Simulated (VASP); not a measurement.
# Pb (Im-3m) in VASP: further runs

Pb is run at these levels: PBEsol; tasks: relaxation of cell and atoms.

Everything below comes from runs of VASP 6.6.1. Logs are shortened: lines on timing, memory, paths and dates and some standing lists are left out, and cuts for length are marked.

## Step 1: The cell of the first run

Symmetry: Im-3m, No. 229, cubic system. Conventional cell: a = 3.959 Å, b = 3.959 Å, c = 3.959 Å, α = 90.00°, β = 90.00°, γ = 90.00°. Pb (site symmetry m-3m) has 14 Pb at 3.43 to 3.96 Å within 4.5 Å.

## Step 2: Relaxation of cell and atoms, PBEsol

Input file INCAR:

```
  PREC = Accurate
  ENCUT = 600
  EDIFF = 1E-7
  ISMEAR = -1
  SIGMA = 0.05
  LREAL = F
  LASPH = T
  NELM = 80
  ALGO = Normal
  ISIF = 3
  LWAVE = F
  LCHARG = F
  GGA = PS
  IBRION = 2
  NSW = 80
  EDIFFG = -0.005
```

Input file KPOINTS:

```
Automatic mesh
0
Gamma
  9 9 9
```

Input file POSCAR:

```
Pb
1.0
   -1.9796595667      1.9796595667      1.9796595667
    1.9796595667     -1.9796595667      1.9796595667
    1.9796595667      1.9796595667     -1.9796595667
Pb
1
Direct
    0.0000000000      0.0000000000      0.0000000000
```

Potentials or basis: VASP PAW PBE potentials, release 64 (Pb_d).

Launch:

```console
$ cat potpaw_PBE.64/Pb_d/POTCAR > POTCAR
$ mpirun -np 1 vasp_std > vasp.out
```

OUTCAR:

```text
PREC = Accurate
   ENCUT = 600
   EDIFF = 1E-7
   ISMEAR = -1
   LREAL = F
   LASPH = T
   NELM = 80
   ISIF = 3
   GGA = PS
   IBRION = 2
   NSW = 80
   EDIFFG = -0.005

 ion  position               nearest neighbor table
   1  0.000  0.000  0.000-

  LATTYP: Found a body centered cubic cell.
 ALAT       =     3.9593191334

  Lattice vectors:

 A1 = (  -1.9796595667,   1.9796595667,   1.9796595667)
 A2 = (   1.9796595667,  -1.9796595667,   1.9796595667)
 A3 = (   1.9796595667,   1.9796595667,  -1.9796595667)

Analysis of symmetry for initial positions (statically):
=====================================================================
 Subroutine PRICEL returns:
 Original cell was already a primitive cell.

 Routine SETGRP: Setting up the symmetry group for a
 body centered cubic supercell.

 Subroutine GETGRP returns: Found 48 space group operations
 (whereof 48 operations were pure point group operations)
 out of a pool of 48 trial point group operations.

The static configuration has the point symmetry O_h .

Analysis of symmetry for dynamics (positions and initial velocities):
=====================================================================
 Subroutine PRICEL returns:
 Original cell was already a primitive cell.

 Routine SETGRP: Setting up the symmetry group for a
 body centered cubic supercell.

 Subroutine GETGRP returns: Found 48 space group operations
 (whereof 48 operations were pure point group operations)
 out of a pool of 48 trial point group operations.

The dynamic configuration has the point symmetry O_h .

 Subroutine INISYM returns: Found 48 space group operations
 (whereof 48 operations are pure point group operations),
 and found     1 'primitive' translations

----------------------------------------------------------------------------------------

                                     Primitive cell

  volume of cell :      31.0336

  direct lattice vectors                    reciprocal lattice vectors
    -1.979659567  1.979659567  1.979659567     0.000000000  0.252568678  0.252568678
     1.979659567 -1.979659567  1.979659567     0.252568678  0.000000000  0.252568678
     1.979659567  1.979659567 -1.979659567     0.252568678  0.252568678  0.000000000

  length of vectors
     3.428870951  3.428870951  3.428870951     0.357186050  0.357186050  0.357186050

  position of ions in fractional coordinates (direct lattice)
[... 89 lines left out ...]
   NUPDOWN=      -1.0000    fix difference up-down
   EMIN   =  10.00;   EMAX   =-10.00  energy-range for DOS
   EFERMI =   0.00;   METHOD = LEGACY
   ISMEAR =    -1;   SIGMA  =   0.05  broadening in eV -4-tet -1-fermi 0-gaus
   EFERMI_NEDOS =   21; number of points for ismear=-14 and -15
   IALGO  =     38    algorithm
   IMIX   =      4    mixing-type and parameters
     AMIX     =   0.40;   BMIX     =  1.00
     AMIX_MAG =   1.60;   BMIX_MAG =  1.00
  volume/ion in A,a.u.               =      31.03       209.42
  Fermi-wavevector in a.u.,A,eV,Ry     =   1.255568  2.372680 21.448927  1.576452
  Thomas-Fermi vector in A             =   2.389319
   LORBIT       =      0    0 simple, 1 ext, 2 COOP (PROOUT), +10 PAW based schemes
   GGA     = PS    functional components
   LHFCALC =     F    Hartree Fock is set to
   AEXX    =    0.0000 exact exchange contribution
   IVDW    =     0    specifies the selected vdW correction
   LEPSILON=     F    determine dielectric tensor
   LRPA    =     F    only Hartree local field effects (RPA)
 conjugate gradient relaxation of ions
 non-spin polarized calculation
  energy-cutoff  :      600.00
  volume of cell :       31.03
 maximum number of plane-waves:      1055
   NGX = 13   NGY = 13   NGZ = 13

--------------------------------------- Ionic step        1  -------------------------------------------

 number of electron      14.0000002 magnetization

 Free energy of the ion-electron system (eV)
  ---------------------------------------------------
  ext. energy  EPLUGINS =         0.00000000
  ---------------------------------------------------
  free energy    TOTEN  =        -3.93962540 eV

  energy without entropy =       -3.93410989  energy(sigma->0) =       -3.93686765

------------------------ aborting loop because EDIFF is reached ----------------------------------------

  FORCE on cell =-STRESS in cart. coord.  units (eV):
  Direction    XX          YY          ZZ          XY          YZ          ZX
  --------------------------------------------------------------------------------------
  -------------------------------------------------------------------------------------
  Total       -0.3801306     -0.3801306     -0.3801306     -0.0000000     -0.0000000      0.0000000
  in kB      -19.6250988    -19.6250988    -19.6250988     -0.0000000     -0.0000000      0.0000000
  external PRESSURE =     -19.6250988 kB  Pullay stress =       0.0000000 kB
[... 57 lines left out ...]
--------------------------------------- Ionic step        3  -------------------------------------------

 number of electron      14.0000002 magnetization

 Free energy of the ion-electron system (eV)
  ---------------------------------------------------
  ext. energy  EPLUGINS =         0.00000000
  ---------------------------------------------------
  free energy    TOTEN  =        -3.94845541 eV

  energy without entropy =       -3.94438237  energy(sigma->0) =       -3.94641889

 E-fermi :   7.3878     XC(G=0): -10.4545

 val. band max:        7.2673836802   @ k =  -0.3333   0.3333   0.3333
 cond. band min:       7.4971347890   @ k =   0.2222   0.2222   0.1111
 fundamental gap:      0.2297511088
 Fermi energy:         7.3878079706

 k-point     1 :       0.0000    0.0000    0.0000
  band No.  band energies     occupation
      1      -9.7265      2.00000
      2      -9.7265      2.00000
      3      -9.7265      2.00000
      4      -9.4683      2.00000
      5      -9.4683      2.00000
      6      -4.5771      2.00000
      7      15.1887      0.00000
      8      15.1887      0.00000
      9      15.1887      0.00000
     10      18.4924      0.00000
     11      18.4924      0.00000
[... 309 lines left out ...]
 k-point    24 :      -0.4444   -0.4444    0.1111
  band No.  band energies     occupation
      1      -9.7266      2.00000
      2      -9.6691      2.00000
      3      -9.5577      2.00000
      4      -9.4894      2.00000
      5      -9.3377      2.00000
      6      -0.0564      2.00000
      7       3.9846      2.00000
      8       8.0330      0.00000
      9      12.0478      0.00000
     10      16.3416      0.00000
     11      17.7812      0.00000

 [... further k-points ...]
[... 5 lines left out ...]
  --------------------------------------------------------------------------------------
  -------------------------------------------------------------------------------------
  Total        0.0001254      0.0001254      0.0001254     -0.0000000     -0.0000000      0.0000000
  in kB        0.0067769      0.0067769      0.0067769     -0.0000000     -0.0000000      0.0000000
  external PRESSURE =       0.0067769 kB  Pullay stress =       0.0000000 kB
[... 16 lines left out ...]
  FREE ENERGIE OF THE ION-ELECTRON SYSTEM (eV)
  ---------------------------------------------------
  free  energy   TOTEN  =        -3.9484554050 eV

  energy  without entropy=       -3.9443823672  energy(sigma->0) =       -3.94641889

 reached required accuracy - stopping structural energy minimisation
```

CONTCAR:

```text
Pb
   1.00000000000000
    -1.9499148576768368    1.9499148576768368    1.9499148576768370
     1.9499148576768368   -1.9499148576768368    1.9499148576768370
     1.9499148576768368    1.9499148576768368   -1.9499148576768370
  Pb
     1
Direct
     0.0000000000000000    0.0000000000000000    0.0000000000000000

  0.00000000E+00  0.00000000E+00  0.00000000E+00
```

It took 17 s on 1 thread of Intel Xeon Platinum 8488C (Sapphire Rapids), shared host; peak memory 0.17 GiB.

Results:

| Property | Result |
| --- | --- |
| Free energy | -3.9485 eV |
| Relaxed volume | 29.66 Å³/atom |
| Relaxed cell | a = 3.377 Å, b = 3.377 Å, c = 3.377 Å, α = 109.47°, β = 109.47°, γ = 109.47° |
| Space group after relaxing (to 0.05 Å) | Im-3m (No. 229) |
| Energy gained by relaxing | 8.8 meV/atom |
| Ionic steps | 3 |
| Pressure after relaxing | 0.0 GPa |
| Band gap on the k mesh | zero (band 7 reaches 15.19 eV, above the bottom of band 8 at 5.21 eV) |

The path:
| step | energy change (eV) | largest force (eV/Å) | pressure (GPa) | volume (Å³) |
| --- | --- | --- | --- | --- |
| 1 | 0.0000 | 0.0000 | -1.96 | 31.03 |
| 2 | -0.0084 | 0.0000 | 0.51 | 29.36 |
| 3 | -0.0088 | 0.0000 | 0.00 | 29.66 |

Final structure:
```cif
data_structure
_symmetry_space_group_name_H-M 'P 1'
_symmetry_Int_Tables_number 1
_cell_length_a 3.3774
_cell_length_b 3.3774
_cell_length_c 3.3774
_cell_angle_alpha 109.471
_cell_angle_beta 109.471
_cell_angle_gamma 109.471
_cell_volume 29.66
loop_
_atom_site_label
_atom_site_type_symbol
_atom_site_fract_x
_atom_site_fract_y
_atom_site_fract_z
_atom_site_occupancy
Pb1 Pb 0.00000 0.00000 0.00000 1
```

Caveat: the PAW data sets were made with another functional, which shifts forces and pressure a little; spin-orbit coupling is left out, which moves the levels of the heavy elements.

## Step 3: Relaxation of cell and atoms, PBEsol, target pressure 5 GPa, at which the enthalpy is minimised

Edit INCAR of step 2 so:

```diff
@@ -2,3 +2,3 @@
   ENCUT = 600
-  EDIFF = 1E-7
+  EDIFF = 1E-6
   ISMEAR = -1
@@ -16 +16,2 @@
   EDIFFG = -0.005
+  PSTRESS = 50.0
```

Input file KPOINTS:

```
regular mesh
0
Gamma
  9 9 9
```

POSCAR is that of step 2.

Potentials or basis: VASP PAW PBE potentials, release 64 (Pb_d).

Launch:

```console
$ cat potpaw_PBE.64/Pb_d/POTCAR > POTCAR
$ mpirun -np 1 vasp_std > vasp.out
```

Run time: 33 s. Hardware: 1 thread of Intel Xeon Platinum 8488C (Sapphire Rapids), shared host; peak memory 0.17 GiB.

Results (log left out):

| Property | Result |
| --- | --- |
| Free energy | -3.9132 eV |
| Relaxed volume | 27.22 Å³/atom |
| Relaxed cell | a = 3.282 Å, b = 3.282 Å, c = 3.282 Å, α = 109.47°, β = 109.47°, γ = 109.47° |
| Space group after relaxing (to 0.05 Å) | Im-3m (No. 229) |
| Energy change on relaxing (the enthalpy is what falls) | +26.5 meV/atom |
| Ionic steps | 7 |
| Pressure after relaxing | 5.0 GPa |
| Band gap on the k mesh | zero (band 7 reaches 17.03 eV, above the bottom of band 8 at 6.00 eV) |

Step by step:
```
step  energy change (eV)  largest force (eV/Å)  pressure (GPa)  volume (Å³)
   1              0.0000                0.0000           -1.97        31.03
   2              0.1184                0.0000           11.25        25.35
   3              0.0251                0.0000            4.90        27.27
   4              0.0273                0.0000            5.10        27.20
   5              0.0254                0.0000            4.94        27.26
   6              0.0261                0.0000            4.96        27.23
   7              0.0265                0.0000            5.01        27.22
```

Final structure:
```xyz
1
Lattice="-1.8951 1.8951 1.8951 1.8951 -1.8951 1.8951 1.8951 1.8951 -1.8951" Properties=species:S:1:pos:R:3 pbc="T T T"
Pb    0.0000    0.0000    0.0000
```

Levels at points of the mesh, in eV from the Fermi level:
```
           k point  band 5  band 6  band 7  band 8  band 9  band 10
(0.00, 0.00, 0.00)  -16.88  -12.59    8.62    8.62    8.62    11.22
```

Caveat: the cell is relaxed towards a set pressure, so the enthalpy falls and the energy may rise; the PAW data sets were made with another functional, which shifts forces and pressure a little; spin-orbit coupling is left out, which moves the levels of the heavy elements.

## Step 4: Relaxation of cell and atoms, PBEsol, target pressure 10 GPa, at which the enthalpy is minimised

Input file INCAR:

```
  PREC = Accurate
  ENCUT = 600
  EDIFF = 1E-6
  ISMEAR = -1
  SIGMA = 0.05
  LREAL = False
  LASPH = True
  NELM = 80
  ALGO = Normal
  ISIF = 3
  LWAVE = False
  LCHARG = False
  GGA = PS
  IBRION = 2
  NSW = 80
  EDIFFG = -0.005
  PSTRESS = 100.0
```

Input file KPOINTS:

```
Automatic mesh
0
Gamma
  9 9 9
```

POSCAR is that of step 3.

Launch:

```console
$ cat potpaw_PBE.64/Pb_d/POTCAR > POTCAR
$ mpirun -np 1 vasp_std > vasp.out
```

Run time: 34 s. Hardware: 1 thread of Intel Xeon Platinum 8488C (Sapphire Rapids), shared host; peak memory 0.17 GiB.

The run converged. Its results:

```yaml
Free_energy: -3.8408 eV
Relaxed_volume: 25.65 Å³/atom
Relaxed_cell: a = 3.218 Å, b = 3.218 Å, c = 3.218 Å, α = 109.47°, β = 109.47°, γ = 109.47°
Space_group_after_relaxing_to_0.05_Å: Im-3m (No. 229)
Energy_change_on_relaxing_the_enthalpy_is_what_falls: +98.8 meV/atom
Ionic_steps: 7
Pressure_after_relaxing: 10.0 GPa
Band_gap_on_the_k_mesh: zero (band 7 reaches 18.40 eV, above the bottom of band 8 at 6.59 eV)
```

The path:
```csv
step,energy change (eV),largest force (eV/Å),pressure (GPa),volume (Å³)
1,0.0000,0.0000,-1.97,31.03
2,0.5802,0.0000,32.47,21.74
3,0.0896,0.0000,9.45,25.80
4,0.0970,0.0000,9.89,25.68
5,0.1033,0.0000,10.27,25.58
6,0.0942,0.0000,9.74,25.72
7,0.0988,0.0000,10.00,25.65
```

Final structure:
```xyz
1
Lattice="-1.8579 1.8579 1.8579 1.8579 -1.8579 1.8579 1.8579 1.8579 -1.8579" Properties=species:S:1:pos:R:3 pbc="T T T"
Pb    0.0000    0.0000    0.0000
```

Levels at points of the mesh, in eV from the Fermi level:
```
           k point  band 4  band 5  band 6  band 7  band 8  band 9  band 10  band 11
(0.00, 0.00, 0.00)  -16.89  -16.89  -13.05    9.26    9.26    9.26    11.30    11.30
```

Caveat: the cell is relaxed towards a set pressure, so the enthalpy falls and the energy may rise; the volume moved by over 15 % at a fixed basis, so the end points are rough; the PAW data sets were made with another functional, which shifts forces and pressure a little; spin-orbit coupling is left out, which moves the levels of the heavy elements.

## Step 5: Summary

```tsv
cell	gap on the mesh (eV)	pressure (GPa)
relaxed	none	0.0
relaxed to 5 GPa	none	5.0
relaxed to 10 GPa	none	10.0
```

Alike in all rows: task relaxation of cell and atoms; level PBEsol; potentials or basis VASP PAW PBE potentials, release 64 (Pb_d); no spin polarisation; k mesh 9 × 9 × 9; cutoff (eV) 600; smearing fermi-dirac 0.05 eV.

Caveats: the PAW data sets were made with another functional, which shifts forces and pressure a little; spin-orbit coupling is left out, which moves the levels of the heavy elements; the cell is relaxed towards a set pressure, so the enthalpy falls and the energy may rise (some runs); the volume moved by over 15 % at a fixed basis, so the end points are rough (some runs).

Absolute energies hang on the potentials; compare differences alone.
